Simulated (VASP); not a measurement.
# N in VASP: notebook

Runs on N. Level: PBE+D3(BJ). Tasks: single point.

All numbers are computed with VASP 6.6.1; they aren't measurements. Logs are shortened: lines on timing, memory, paths and dates and some standing lists are left out, and cuts for length are marked.

### 1 The cell of the first run

The cell holds an amorphous packing of atoms, 24 atoms: a = 8.862 Å, b = 8.862 Å, c = 8.862 Å, α = 90.00°, β = 90.00°, γ = 90.00°.

### 2 Single point, PBE+D3(BJ)

INCAR reads:

```
SYSTEM = N
PREC = Accurate
ENCUT = 520
EDIFF = 1E-6
ISMEAR = -1
SIGMA = 0.05
LREAL = Auto
LASPH = .True.
NELM = 100
ALGO = Normal
ISIF = 2
LWAVE = .False.
LCHARG = .True.
GGA = PE
IVDW = 12
LELF = .True.
LVHAR = .True.
NBANDS = 78
```

KPOINTS reads:

```
regular mesh
0
Gamma
  1 1 1
  0 0 0
```

POSCAR reads:

```
N
1.0
    8.8620950000      0.0000000000      0.0000000000
    0.0000000000      8.8620950000      0.0000000000
    0.0000000000      0.0000000000      8.8620950000
N
24
Direct
    0.2365580599      0.4322002867      0.3961140114
    0.2378444375      0.4082217579      0.2731521158
   -0.2004492166      0.9244879456      0.2245067335
   -0.1594092593      0.9286291785      0.3424246750
    0.8117267982      0.5694364594      0.4020832546
    0.7508946812      0.6249989421      0.4931001078
    0.1912414615      0.7743315774      0.5571707367
    0.1882060619      0.8989635069      0.5401431603
    0.7586919346      0.7892264752      0.8239135329
    0.7927470875      0.8816763982      0.7485137544
    0.3797296238      0.8028801316      0.2518027622
    0.4594060434      0.7546635417      0.3356768349
    0.8767904203      0.2593066312      0.7470694006
    0.9603485406      0.3336795645      0.8010859735
    0.9215653861      0.6086935426      1.0723875111
    0.8034330483      0.5879309576      1.0383436422
    0.5670442486      0.2859481872      0.3034271242
    0.6275039931      0.2896719117      0.1934869802
    0.4377068853      0.0874398209      0.5895671396
    0.5088638747      0.0450119300      0.4938110007
    0.3913183057      0.4110314773      0.7560740434
    0.4493407033      0.4257571150      0.6454568587
    0.2345269375      0.7324340351      0.9349143741
    0.2940501089      0.8410426654      0.9161490596
```

Potentials or basis: VASP PAW PBE potentials, release 64 (N).

Command:

```bash
$ cat potpaw_PBE.64/N/POTCAR > POTCAR
$ mpirun -np 1 vasp_gam > vasp.out
```

OUTCAR:

```text
SYSTEM = N
   PREC = Accurate
   ENCUT = 520
   EDIFF = 1E-6
   ISMEAR = -1
   LREAL = Auto
   LASPH = .True.
   NELM = 100
   ISIF = 2
   GGA = PE
   IVDW = 12
 IVDW          = 12

 ion  position               nearest neighbor table
   1  0.237  0.432  0.396-   2 1.11
   2  0.238  0.408  0.273-   1 1.11
   3  0.800  0.924  0.225-   4 1.11
   4  0.841  0.929  0.342-   3 1.11
   5  0.812  0.569  0.402-   6 1.09
   6  0.751  0.625  0.493-   5 1.09
[... 16 lines left out ...]
  23  0.235  0.732  0.935-  24 1.11
  24  0.294  0.841  0.916-  23 1.11

  LATTYP: Found a simple cubic cell.
 ALAT       =     8.8620950000

  Lattice vectors:

 A1 = (   8.8620950000,   0.0000000000,   0.0000000000)
 A2 = (   0.0000000000,   8.8620950000,   0.0000000000)
 A3 = (   0.0000000000,   0.0000000000,   8.8620950000)

Analysis of symmetry for initial positions (statically):
=====================================================================
 Subroutine PRICEL returns:
 Original cell was already a primitive cell.

 Routine SETGRP: Setting up the symmetry group for a
 simple cubic supercell.

 Subroutine GETGRP returns: Found  1 space group operations
 (whereof  1 operations were pure point group operations)
 out of a pool of 48 trial point group operations.

The static configuration has the point symmetry C_1 .

Analysis of symmetry for dynamics (positions and initial velocities):
=====================================================================
 Subroutine PRICEL returns:
 Original cell was already a primitive cell.

 Routine SETGRP: Setting up the symmetry group for a
 simple cubic supercell.

 Subroutine GETGRP returns: Found  1 space group operations
 (whereof  1 operations were pure point group operations)
 out of a pool of 48 trial point group operations.

The dynamic configuration has the point symmetry C_1 .

 Subroutine INISYM returns: Found  1 space group operations
 (whereof  1 operations are pure point group operations),
 and found     1 'primitive' translations

----------------------------------------------------------------------------------------

                                     Primitive cell

  volume of cell :     695.9999

  direct lattice vectors                    reciprocal lattice vectors
     8.862095000  0.000000000  0.000000000     0.112840135  0.000000000  0.000000000
     0.000000000  8.862095000  0.000000000     0.000000000  0.112840135  0.000000000
     0.000000000  0.000000000  8.862095000     0.000000000  0.000000000  0.112840135

  length of vectors
     8.862095000  8.862095000  8.862095000     0.112840135  0.112840135  0.112840135

  position of ions in fractional coordinates (direct lattice)
     0.236558060  0.432200287  0.396114011
     0.237844438  0.408221758  0.273152116
     0.799550783  0.924487946  0.224506734
     0.840590741  0.928629179  0.342424675
     0.811726798  0.569436459  0.402083255
     0.750894681  0.624998942  0.493100108
[... 16 lines left out ...]
     0.234526938  0.732434035  0.934914374
     0.294050109  0.841042665  0.916149060

  ion indices of the primitive-cell ions
   primitive index   ion index
                 1           1
                 2           2
                 3           3
                 4           4
                 5           5
                 6           6
[... 16 lines left out ...]
                23          23
                24          24

----------------------------------------------------------------------------------------

 KPOINTS: regular mesh

Automatic generation of k-mesh.
 Grid dimensions read from file:
 generate k-points for:    1    1    1

 Generating k-lattice:

  Cartesian coordinates                     Fractional coordinates (reciprocal lattice)
     0.112840135  0.000000000  0.000000000     1.000000000  0.000000000  0.000000000
     0.000000000  0.112840135  0.000000000     0.000000000  1.000000000  0.000000000
     0.000000000  0.000000000  0.112840135     0.000000000  0.000000000  1.000000000

  Length of vectors
     0.112840135  0.112840135  0.112840135

  Shift w.r.t. Gamma in fractional coordinates (k-lattice)
     0.000000000  0.000000000  0.000000000

 Subroutine IBZKPT returns following result:
 ===========================================

 Found      1 irreducible k-points:

 Following reciprocal coordinates:
            Coordinates               Weight
  0.000000  0.000000  0.000000      1.000000
   k-points           NKPTS =      1   k-points in BZ     NKDIM =      1   number of bands    NBANDS=     78
   number of dos      NEDOS =    301   number of ions     NIONS =     24
   total plane-waves  NPLWV = 343000
   dimension x,y,z NGX =    70 NGY =   70 NGZ =   70
   dimension x,y,z NGXF=   140 NGYF=  140 NGZF=  140
   ions per type =              24
   NGX,Y,Z   is equivalent  to a cutoff of  13.13, 13.13, 13.13 a.u.
   NGXF,Y,Z  is equivalent  to a cutoff of  26.26, 26.26, 26.26 a.u.
 SYSTEM =  N
   PREC   = accura    normal or accurate (medium, high low for compatibility)
   ISTART =      0    job   : 0-new  1-cont  2-samecut
   ICHARG =      2    charge: 1-file 2-atom 10-const
   ISPIN  =      1    spin polarized calculation?
   LNONCOLLINEAR =      F non collinear calculations
   LSORBIT =      F    spin-orbit coupling
   LASPH  =      T    aspherical Exc in radial PAW
   ENCUT  =  520.0 eV  38.22 Ry    6.18 a.u.  16.48 16.48 16.48*2*pi/ulx,y,z
   NELM   =    100;   NELMIN=  2; NELMDL= -5     # of ELM steps
   EDIFF  = 0.1E-05   stopping-criterion for ELM
   LREAL  =      T    real-space projection
   EDIFFG = 0.1E-04   stopping-criterion for IOM
   NSW    =      0    number of steps for IOM
   IBRION =     -1    ionic relax: 0-MD 1-quasi-New 2-CG
   NFREE  =      0    steps in history (QN), initial steepest desc. (CG)
   ISIF   =      2    stress and relaxation
   ISYM   =      2    0-nonsym 1-usesym 2-fastsym
   POTIM  = 0.5000    time-step for ionic-motion
   TEBEG  =    0.0;   TEEND  =   0.0 temperature during run
   PSTRESS=    0.0 pullay stress
   NELECT =     120.0000    total number of electrons
   NUPDOWN=      -1.0000    fix difference up-down
   EMIN   =  10.00;   EMAX   =-10.00  energy-range for DOS
   EFERMI =   0.00;   METHOD = LEGACY
   ISMEAR =    -1;   SIGMA  =   0.05  broadening in eV -4-tet -1-fermi 0-gaus
   EFERMI_NEDOS =   21; number of points for ismear=-14 and -15
   IALGO  =     38    algorithm
   IMIX   =      4    mixing-type and parameters
     AMIX     =   0.40;   BMIX     =  1.00
     AMIX_MAG =   1.60;   BMIX_MAG =  1.00
  volume/ion in A,a.u.               =      29.00       195.70
  Fermi-wavevector in a.u.,A,eV,Ry     =   0.911169  1.721859 11.295946  0.830229
  Thomas-Fermi vector in A             =   2.035417
   LORBIT       =      0    0 simple, 1 ext, 2 COOP (PROOUT), +10 PAW based schemes
   GGA     = PE    functional components
   LHFCALC =     F    Hartree Fock is set to
   AEXX    =    0.0000 exact exchange contribution
   IVDW    =    12    specifies the selected vdW correction
   LEPSILON=     F    determine dielectric tensor
   LRPA    =     F    only Hartree local field effects (RPA)
 non-spin polarized calculation
  energy-cutoff  :      520.00
  volume of cell :      696.00
 maximum number of plane-waves:      9403
 NGX is ok and might be reduce to    70
   NGX = 33   NGY = 33   NGZ = 33

 number of electron     119.9999995 magnetization

 Free energy of the ion-electron system (eV)
  ---------------------------------------------------
  ext. energy  EPLUGINS =         0.00000000
  ---------------------------------------------------
  free energy    TOTEN  =      -199.24538532 eV

  energy without entropy =     -199.24538532  energy(sigma->0) =     -199.24538532

 E-fermi :  -5.7531     XC(G=0):  -5.4751

 val. band max:       -6.9583556163   @ k =   0.0000   0.0000   0.0000
 cond. band min:       0.0324553602   @ k =   0.0000   0.0000   0.0000
 fundamental gap:      6.9908109766
 Fermi energy:        -5.7531136544

 k-point     1 :       0.0000    0.0000    0.0000
  band No.  band energies     occupation
      1     -25.9635      2.00000
      2     -25.7065      2.00000
      3     -25.6937      2.00000
      4     -25.6555      2.00000
      5     -25.6240      2.00000
      6     -25.5750      2.00000
[... 64 lines left out ...]
     71       0.5948      0.00000
     72       0.6672      0.00000
 [bands above 72 left out]

------------------------ aborting loop because EDIFF is reached ----------------------------------------

 Edisp (eV)   -1.02834

 E8    (eV) :    -0.2476

  FORCE on cell =-STRESS in cart. coord.  units (eV):
  Direction    XX          YY          ZZ          XY          YZ          ZX
  --------------------------------------------------------------------------------------
  -------------------------------------------------------------------------------------
  Total       3.59107     4.34889     6.12451     1.24262     0.22423     0.15211
  in kB       8.26656    10.01105    14.09849     2.86048     0.51618     0.35015
  external pressure =       10.79 kB  Pullay stress =        0.00 kB

 VOLUME and BASIS-vectors are now :
 -----------------------------------------------------------------------------
  energy-cutoff  :      520.00
  volume of cell :      696.00
      direct lattice vectors                 reciprocal lattice vectors
     8.862095000  0.000000000  0.000000000     0.112840135  0.000000000  0.000000000
     0.000000000  8.862095000  0.000000000     0.000000000  0.112840135  0.000000000
     0.000000000  0.000000000  8.862095000     0.000000000  0.000000000  0.112840135

 POSITION                                       TOTAL-FORCE (eV/Angst)
 -----------------------------------------------------------------------------------
      2.09640      3.83020      3.51040        -0.169104      0.078283      0.341053
      2.10780      3.61770      2.42070        -0.022540     -0.078334     -0.446077
      7.08569      8.19290      1.98960        -0.304115      0.030575     -0.871752
      7.44940      8.22960      3.03460         0.343712      0.102806      0.831560
      7.19360      5.04640      3.56330         2.066968     -1.955319     -2.948189
      6.65450      5.53880      4.36990        -2.034653      1.783532      3.098888
[... 16 lines left out ...]
      2.07840      6.49090      8.28530        -0.203512     -0.398244      0.011048
      2.60590      7.45340      8.11900         0.216231      0.398390     -0.112840
 -----------------------------------------------------------------------------------
    total drift:                               -0.001067     -0.002462      0.000601

  FREE ENERGIE OF THE ION-ELECTRON SYSTEM (eV)
  ---------------------------------------------------
  free  energy   TOTEN  =      -200.2737232056 eV

  energy  without entropy=     -200.2737232055  energy(sigma->0) =     -200.27372321
```

Wall time 1.7 min (1 thread of Intel Xeon Platinum 8375C at 2.90GHz (Ice Lake), shared host); peak memory 0.63 GiB.

Results:

```
Free energy                : -200.2737 eV
Pressure                   : 1.1 GPa
Largest force              : 4.114 eV/Å
Band gap on the k mesh     : 6.99 eV
Dispersion energy per atom : -0.043 eV
```

Forces on the atoms (eV/Å):
```
N   -0.169  0.078  0.341
N   -0.023 -0.078 -0.446
N   -0.304  0.031 -0.872
N    0.344  0.103  0.832
N    2.067 -1.955 -2.948
N   -2.035  1.784  3.099
N   -0.108  0.307  0.027
N   -0.258 -0.391  0.054
N   -0.753 -1.312  1.008
N    0.647  1.668 -1.308
N   -0.136  0.098 -0.192
N    0.231 -0.205  0.065
N   -1.336 -1.156 -0.868
N    1.334  1.162  0.834
N    1.211  0.170  0.372
N   -1.117 -0.502 -0.091
N    0.035  0.148 -0.060
N    0.079 -0.031 -0.129
N    0.880 -0.472 -0.963
N   -0.695  0.438  1.189
N    0.117  0.071 -0.181
N   -0.023  0.045  0.342
N   -0.204 -0.398  0.011
N    0.216  0.398 -0.113
```

Caveat: the k points lie up to 0.71 Å⁻¹ apart; the standard files for N, O and F lose accuracy on very short bonds.

### 3 Single point, PBE+D3(BJ)

INCAR reads:

```
ALGO     = Normal         # electronic algorithm
EDIFF    = 1E-6           # SCF threshold, eV
ENCUT    = 910            # plane-wave cutoff, eV
GGA      = PE             # functional
GGA_COMPAT= False        
ISIF     = 2              # what is computed and relaxed
ISMEAR   = -1             # smearing method
IVDW     = 12             # dispersion correction
LASPH    = True           # aspherical terms in the spheres
LCHARG   = False          # write CHGCAR
LREAL    = Auto         
LWAVE    = False          # write WAVECAR
NBANDS   = 78             # bands
NELM     = 120            # most SCF steps
PREC     = Accurate       # precision mode
SIGMA    = 0.05           # smearing width, eV
```

KPOINTS reads:

```
k-points
0
Gamma
  1 1 1
```

POSCAR reads:

```
N
1.0
    8.8620950000      0.0000000000      0.0000000000
    0.0000000000      8.8620950000      0.0000000000
    0.0000000000      0.0000000000      8.8620950000
N
24
Direct
    0.2721027026      0.4361835435      0.3641351170
    0.2396273116      0.4154773787      0.2467249561
   -0.2660883234      0.9486470186      0.1911963255
   -0.1887928306      0.8617149782      0.2396837317
    0.7722440348      0.5024771231      0.4560321233
    0.7117053022      0.6028145715      0.4146423617
    0.0955755947      0.7815307780      0.5922978709
    0.1432279839      0.8928814236      0.5600932962
    0.7465277680      0.9157089830      0.8146832098
    0.8593453354      0.8631367639      0.8058252592
    0.4698437559      0.8033427762      0.2431027878
    0.3817381782      0.7589627509      0.3222488588
    0.7522938989      0.2917143181      0.7454557867
    0.8476663814      0.2134935362      0.7122469348
    0.8143559734      0.5203058645      1.0593093394
    0.8353216706      0.5872426328      0.9551466104
    0.5551847503      0.2173978049      0.1387256625
    0.5957169270      0.3088660187      0.2099390720
    0.5106241809     -0.0273637328      0.6042363572
    0.6294899795     -0.0019069983      0.5564824119
    0.4438002526      0.5094957795      0.8344979376
    0.4486975145      0.5500279561      0.7157336950
    0.1555501267      0.8079128017      1.0183822223
    0.1633473800      0.8984895784      0.9324206071
```

Potentials or basis: VASP PAW PBE potentials, release 64 (N_h).

Command:

```bash
$ cat potpaw_PBE.64/N_h/POTCAR > POTCAR
$ mpirun -np 1 vasp_gam > vasp.out
```

Wall time 3.8 min (1 thread of Intel Xeon Platinum 8259CL at 2.50GHz (Skylake/Cascade Lake), shared host); peak memory 1.1 GiB.

Results (log left out):

```yaml
Free_energy: -201.9959 eV
Pressure: -1.1 GPa
Largest_force: 6.575 eV/Å
Band_gap_on_the_k_mesh: 6.86 eV
Dispersion_energy_per_atom: -0.044 eV
```

Forces in eV/Å, atoms in the order of the input:
```
N    0.244  0.119  1.062
N   -0.344 -0.181 -1.040
N    1.536 -1.345  0.742
N   -1.017  1.461 -0.809
N    0.095 -0.034  0.036
N   -0.049 -0.006  0.104
N    0.512  0.974 -0.406
N   -0.462 -1.013  0.251
N    0.630 -0.380  0.438
N   -0.583  0.332 -0.011
N   -2.076 -1.010  1.507
N    1.745  0.937 -1.556
N    2.878 -2.334 -0.970
N   -2.775  2.486  0.998
N    0.327  0.817 -1.203
N   -0.261 -0.982  1.266
N   -0.787 -1.489 -1.301
N    0.638  1.491  1.245
N    5.766  1.308 -2.509
N   -6.130 -1.211  2.045
N    0.045  0.483 -1.347
N   -0.063 -0.436  1.352
N    0.080  0.621 -0.592
N    0.050 -0.608  0.699
```

Stress tensor (GPa, compression positive):
```
-2.16  0.30  1.34
 0.30 -0.60  0.78
 1.34  0.78 -0.60
```

Levels at points of the mesh, in eV from the valence-band top:
```tsv
k point	band 57	band 58	band 59	band 60	band 61	band 62	band 63	band 64
(0.00, 0.00, 0.00)	-0.24	-0.21	-0.04	0.00	6.86	7.01	7.12	7.23
```

Caveat: the k points lie up to 0.71 Å⁻¹ apart; the cutoff is under 1.25 times the usual one of these potentials, so pressure, stress and relaxed cells hold a basis-set (Pulay) error.
